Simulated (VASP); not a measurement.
# CoSi2 (Fm-3m) in VASP: a series of runs

The runs below take CoSi2 through single point, with PBE.

Everything below comes from runs of VASP 6.6.1. Logs are shortened: lines on timing, memory, paths and dates and some standing lists are left out, and cuts for length are marked.

## 1. The cell of the first run

The structure is cubic, space group Fm-3m (No. 225). The conventional cell has a = 5.356 Å, b = 5.356 Å, c = 5.356 Å, α = 90.00°, β = 90.00°, γ = 90.00°. Within 3.1 Å of Co (site symmetry m-3m) lie 8 Si at 2.32 Å. Si (site symmetry -43m) has 4 Co at 2.32 Å and 6 Si at 2.68 Å within 3.1 Å.

## 2. Single point, PBE, collinear spin, ferromagnetic start

Contents of INCAR:

```
  PREC = Accurate
  ENCUT = 520
  EDIFF = 1E-6
  ISMEAR = -1
  SIGMA = 0.05
  LREAL = False
  LASPH = True
  NELM = 150
  ALGO = Normal
  ISIF = 2
  LWAVE = False
  LCHARG = False
  ISPIN = 2
  MAGMOM = 1.57 0.25 0.25
  LORBIT = 11
  NUPDOWN = 2.5
  LMAXMIX = 4
  GGA = PE
  NBANDS = 20
```

Contents of KPOINTS:

```
regular mesh
0
Gamma
  11 11 11
```

Contents of POSCAR:

```
CoSi2
1.0
    0.0000000000      2.6780000000      2.6780000000
    2.6780000000      0.0000000000      2.6780000000
    2.6780000000      2.6780000000      0.0000000000
Co Si
1 2
Direct
    0.0000000000      0.0000000000      0.0000000000
    0.2500000000      0.2500000000      0.2500000000
    0.7500000000      0.7500000000      0.7500000000
```

Potentials or basis: VASP PAW PBE potentials, release 64 (Co, Si).

On the command line:

```
> cat potpaw_PBE.64/Co/POTCAR potpaw_PBE.64/Si/POTCAR > POTCAR
> mpirun -np 1 vasp_std > vasp.out
```

OUTCAR:

```text
PREC = Accurate
   ENCUT = 520
   EDIFF = 1E-6
   ISMEAR = -1
   LREAL = False
   LASPH = True
   NELM = 150
   ISIF = 2
   ISPIN = 2
   LORBIT = 11
   NUPDOWN = 2.5
   GGA = PE

 ion  position               nearest neighbor table
   1  0.000  0.000  0.000-   3 2.32   2 2.32   3 2.32   2 2.32   3 2.32   3 2.32   2 2.32   2 2.32

   2  0.250  0.250  0.250-   1 2.32   1 2.32   1 2.32   1 2.32   3 2.68   3 2.68   3 2.68   3 2.68
                             3 2.68   3 2.68
   3  0.750  0.750  0.750-   1 2.32   1 2.32   1 2.32   1 2.32   2 2.68   2 2.68   2 2.68   2 2.68
                             2 2.68   2 2.68

  LATTYP: Found a face centered cubic cell.
 ALAT       =     5.3560000000

  Lattice vectors:

 A1 = (   0.0000000000,   2.6780000000,   2.6780000000)
 A2 = (   2.6780000000,   0.0000000000,   2.6780000000)
 A3 = (   2.6780000000,   2.6780000000,   0.0000000000)

Analysis of symmetry for initial positions (statically):
=====================================================================
 Subroutine PRICEL returns:
 Original cell was already a primitive cell.

 Routine SETGRP: Setting up the symmetry group for a
 face centered cubic supercell.

 Subroutine GETGRP returns: Found 48 space group operations
 (whereof 48 operations were pure point group operations)
 out of a pool of 48 trial point group operations.

The static configuration has the point symmetry O_h .

Analysis of symmetry for dynamics (positions and initial velocities):
=====================================================================
 Subroutine PRICEL returns:
 Original cell was already a primitive cell.

 Routine SETGRP: Setting up the symmetry group for a
 face centered cubic supercell.

 Subroutine GETGRP returns: Found 48 space group operations
 (whereof 48 operations were pure point group operations)
 out of a pool of 48 trial point group operations.

The dynamic configuration has the point symmetry O_h .

Analysis of structural, dynamic, and magnetic symmetry:
=====================================================================
 Subroutine PRICEL returns:
 Original cell was already a primitive cell.

 Routine SETGRP: Setting up the symmetry group for a
 face centered cubic supercell.

 Subroutine GETGRP returns: Found 48 space group operations
 (whereof 48 operations were pure point group operations)
 out of a pool of 48 trial point group operations.

The overall configuration has the point symmetry O_h .

 Subroutine INISYM returns: Found 48 space group operations
 (whereof 48 operations are pure point group operations),
 and found     1 'primitive' translations

----------------------------------------------------------------------------------------

                                     Primitive cell

  volume of cell :      38.4115

  direct lattice vectors                    reciprocal lattice vectors
     0.000000000  2.678000000  2.678000000    -0.186706497  0.186706497  0.186706497
     2.678000000  0.000000000  2.678000000     0.186706497 -0.186706497  0.186706497
     2.678000000  2.678000000  0.000000000     0.186706497  0.186706497 -0.186706497

  length of vectors
     3.787263920  3.787263920  3.787263920     0.323385140  0.323385140  0.323385140

  position of ions in fractional coordinates (direct lattice)
     0.000000000  0.000000000  0.000000000
     0.250000000  0.250000000  0.250000000
     0.750000000  0.750000000  0.750000000

  ion indices of the primitive-cell ions
   primitive index   ion index
                 1           1
                 2           2
                 3           3

----------------------------------------------------------------------------------------

 KPOINTS: regular mesh

Automatic generation of k-mesh.
 Grid dimensions read from file:
 generate k-points for:   11   11   11

 Generating k-lattice:

  Cartesian coordinates                     Fractional coordinates (reciprocal lattice)
    -0.016973318  0.016973318  0.016973318     0.090909091  0.000000000  0.000000000
     0.016973318 -0.016973318  0.016973318     0.000000000  0.090909091  0.000000000
     0.016973318  0.016973318 -0.016973318     0.000000000  0.000000000  0.090909091

  Length of vectors
     0.029398649  0.029398649  0.029398649

  Shift w.r.t. Gamma in fractional coordinates (k-lattice)
     0.000000000  0.000000000  0.000000000

 Subroutine IBZKPT returns following result:
 ===========================================

 Found     56 irreducible k-points:

 Following reciprocal coordinates:
            Coordinates               Weight
  0.000000  0.000000  0.000000      1.000000
  0.090909  0.000000  0.000000      8.000000
  0.181818  0.000000  0.000000      8.000000
  0.272727  0.000000  0.000000      8.000000
  0.363636  0.000000  0.000000      8.000000
  0.454545  0.000000  0.000000      8.000000
[... 16 lines left out ...]
 -0.272727  0.181818  0.000000     24.000000
 -0.181818  0.181818  0.000000     12.000000
 [... further k-points ...]
   k-points           NKPTS =     56   k-points in BZ     NKDIM =     56   number of bands    NBANDS=     20
   number of dos      NEDOS =    301   number of ions     NIONS =      3
   total plane-waves  NPLWV =  21952
   dimension x,y,z NGX =    28 NGY =   28 NGZ =   28
   dimension x,y,z NGXF=    56 NGYF=   56 NGZF=   56
   ions per type =               1   2
   NGX,Y,Z   is equivalent  to a cutoff of  12.29, 12.29, 12.29 a.u.
   NGXF,Y,Z  is equivalent  to a cutoff of  24.58, 24.58, 24.58 a.u.
 SYSTEM =  unknown system
   PREC   = accura    normal or accurate (medium, high low for compatibility)
   ISTART =      0    job   : 0-new  1-cont  2-samecut
   ICHARG =      2    charge: 1-file 2-atom 10-const
   ISPIN  =      2    spin polarized calculation?
   LNONCOLLINEAR =      F non collinear calculations
   LSORBIT =      F    spin-orbit coupling
   LASPH  =      T    aspherical Exc in radial PAW
   ENCUT  =  520.0 eV  38.22 Ry    6.18 a.u.   7.04  7.04  7.04*2*pi/ulx,y,z
   NELM   =    150;   NELMIN=  2; NELMDL= -5     # of ELM steps
   EDIFF  = 0.1E-05   stopping-criterion for ELM
   LREAL  =      F    real-space projection
   EDIFFG = 0.1E-04   stopping-criterion for IOM
   NSW    =      0    number of steps for IOM
   IBRION =     -1    ionic relax: 0-MD 1-quasi-New 2-CG
   NFREE  =      0    steps in history (QN), initial steepest desc. (CG)
   ISIF   =      2    stress and relaxation
   ISYM   =      2    0-nonsym 1-usesym 2-fastsym
   POTIM  = 0.5000    time-step for ionic-motion
   TEBEG  =    0.0;   TEEND  =   0.0 temperature during run
   PSTRESS=    0.0 pullay stress
   NELECT =      17.0000    total number of electrons
   NUPDOWN=       2.5000    fix difference up-down
   EMIN   =  10.00;   EMAX   =-10.00  energy-range for DOS
   EFERMI =   0.00;   METHOD = LEGACY
   ISMEAR =    -1;   SIGMA  =   0.05  broadening in eV -4-tet -1-fermi 0-gaus
   EFERMI_NEDOS =   21; number of points for ismear=-14 and -15
   IALGO  =     38    algorithm
   IMIX   =      4    mixing-type and parameters
     AMIX     =   0.40;   BMIX     =  1.00
     AMIX_MAG =   1.60;   BMIX_MAG =  1.00
  volume/ion in A,a.u.               =      12.80        86.40
  Fermi-wavevector in a.u.,A,eV,Ry     =   1.247586  2.357596 21.177078  1.556471
  Thomas-Fermi vector in A             =   2.381712
   LORBIT       =     11    0 simple, 1 ext, 2 COOP (PROOUT), +10 PAW based schemes
   GGA     = PE    functional components
   LHFCALC =     F    Hartree Fock is set to
   AEXX    =    0.0000 exact exchange contribution
   IVDW    =     0    specifies the selected vdW correction
   LEPSILON=     F    determine dielectric tensor
   LRPA    =     F    only Hartree local field effects (RPA)
 spin polarized calculation
  energy-cutoff  :      520.00
  volume of cell :       38.41
 maximum number of plane-waves:      1044
   NGX = 15   NGY = 15   NGZ = 15

 number of electron      16.9999995 magnetization       2.4998394

 Free energy of the ion-electron system (eV)
  ---------------------------------------------------
  ext. energy  EPLUGINS =         0.00000000
  ---------------------------------------------------
  free energy    TOTEN  =       -16.99682254 eV

  energy without entropy =      -16.98051858  energy(sigma->0) =      -16.98867056

 E-fermi :   9.1764     XC(G=0): -11.7572

 val. band max:       12.1750874238   @ k =   0.0909   0.0000   0.0000
 cond. band min:       9.1769563707   @ k =  -0.3636   0.2727   0.0000
 fundamental gap:     -2.9981310531
 Fermi energy:        12.1926239860

 spin component 1

 k-point     1 :       0.0000    0.0000    0.0000
  band No.  band energies     occupation
      1      -3.2766      1.00000
      2       5.3390      1.00000
      3       5.3390      1.00000
      4       5.3390      1.00000
      5       7.1401      1.00000
      6       7.1401      1.00000
[... 12 lines left out ...]
     19      20.2863      0.00000
[... 513 lines left out ...]
      4       5.8988      1.00000
      5       6.7055      1.00000
      6       7.2806      1.00000
[... 12 lines left out ...]
     19      24.0113      0.00000
     20      25.8404      0.00000

 [... further k-points ...]

 spin component 2

 k-point     1 :       0.0000    0.0000    0.0000
  band No.  band energies     occupation
      1      -2.7332      1.00000
      2       6.2728      1.00000
      3       6.2728      1.00000
      4       6.2728      1.00000
      5       8.4686      1.00000
      6       8.4686      1.00000
[... 12 lines left out ...]
     19      20.9154      0.00000
[... 513 lines left out ...]
      4       6.9108      1.00000
      5       7.8570      1.00000
      6       8.5900      0.99999
[... 12 lines left out ...]
     19      24.6018      0.00000
     20      26.4806      0.00000

 [... further k-points ...]

------------------------ aborting loop because EDIFF is reached ----------------------------------------

  FORCE on cell =-STRESS in cart. coord.  units (eV):
  Direction    XX          YY          ZZ          XY          YZ          ZX
  --------------------------------------------------------------------------------------
  -------------------------------------------------------------------------------------
  Total        4.7262946      4.7262946      4.7262946      0.0000000      0.0000000      0.0000000
  in kB      197.1376877    197.1376877    197.1376877      0.0000000      0.0000000      0.0000000
  external PRESSURE =     197.1376877 kB  Pullay stress =       0.0000000 kB

 VOLUME and BASIS-vectors are now :
 -----------------------------------------------------------------------------
  energy-cutoff  :      520.00
  volume of cell :       38.41
      direct lattice vectors                 reciprocal lattice vectors
     0.000000000  2.678000000  2.678000000    -0.186706497  0.186706497  0.186706497
     2.678000000  0.000000000  2.678000000     0.186706497 -0.186706497  0.186706497
     2.678000000  2.678000000  0.000000000     0.186706497  0.186706497 -0.186706497

 POSITION                                       TOTAL-FORCE (eV/Angst)
 -----------------------------------------------------------------------------------
      0.00000      0.00000      0.00000         0.000000     -0.000000     -0.000000
      1.33900      1.33900      1.33900         0.000000      0.000000      0.000000
      4.01700      4.01700      4.01700        -0.000000     -0.000000     -0.000000
 -----------------------------------------------------------------------------------
    total drift:                               -0.000000     -0.000000      0.000000

  FREE ENERGIE OF THE ION-ELECTRON SYSTEM (eV)
  ---------------------------------------------------
  free  energy   TOTEN  =       -16.9968225391 eV

  energy  without entropy=      -16.9805185817  energy(sigma->0) =      -16.98867056

 total charge

# of ion       s       p       d       tot
------------------------------------------
    1        0.547   0.701   7.502   8.750
    2        0.783   0.856   0.000   1.639
    3        0.783   0.856   0.000   1.639
--------------------------------------------------
tot          2.112   2.414   7.502  12.027

 magnetization (x)

# of ion       s       p       d       tot
------------------------------------------
    1        0.019   0.189   1.318   1.526
    2        0.084   0.123   0.000   0.208
    3        0.084   0.123   0.000   0.208
--------------------------------------------------
tot          0.188   0.436   1.318   1.942
```

Wall time 85 s (1 thread of Intel Xeon 8259CL, shared host); peak memory 0.21 GiB.

What came out:

```yaml
Free_energy: -16.9968 eV
Pressure: 19.7 GPa
Net_moment: 2.50 μB per cell
Site_moments: Co +1.53; Si +0.21 μB
Valence_electrons_inside_the_program's_atomic_spheres: Co 8.75; Si 1.64
```

Caveat: the cell stands under pressure; the total moment is fixed, so each spin has its own Fermi level and the state may be an excited one.

## 3. Single point, PBE, collinear spin, ferromagnetic start

Contents of INCAR:

```
SYSTEM = CoSi2
  PREC = Accurate
  ENCUT = 520
  EDIFF = 1E-7
  ISMEAR = -1
  SIGMA = 0.05
  LREAL = .False.
  LASPH = .True.
  NELM = 150
  ALGO = Normal
  ISIF = 2
  LWAVE = .False.
  LCHARG = .False.
  ISPIN = 2
  MAGMOM = 1.83 0.31 0.31
  LORBIT = 11
  NUPDOWN = 3.0
  LMAXMIX = 4
  GGA = PE
  NBANDS = 20
```

Contents of KPOINTS:

```
Automatic mesh
0
Gamma
  11 11 11
  0 0 0
```

POSCAR is that of step 2.

Potentials or basis: VASP PAW PBE potentials, release 64 (Co, Si).

On the command line:

```
> cat potpaw_PBE.64/Co/POTCAR potpaw_PBE.64/Si/POTCAR > POTCAR
> mpirun -np 1 vasp_std > vasp.out
```

Run time: 1.7 min. Hardware: 1 thread of Intel Xeon 8259CL, shared host; peak memory 0.21 GiB.

It converged, with:

```
Free energy                                           : -16.1575 eV
Pressure                                              : 25.1 GPa
Net moment                                            : 3.00 μB per cell
Site moments                                          : Co +1.78; Si +0.25 μB
Valence electrons inside the program's atomic spheres : Co 8.71; Si 1.65
```

Caveat: the cell stands under pressure; the total moment is fixed, so each spin has its own Fermi level and the state may be an excited one.
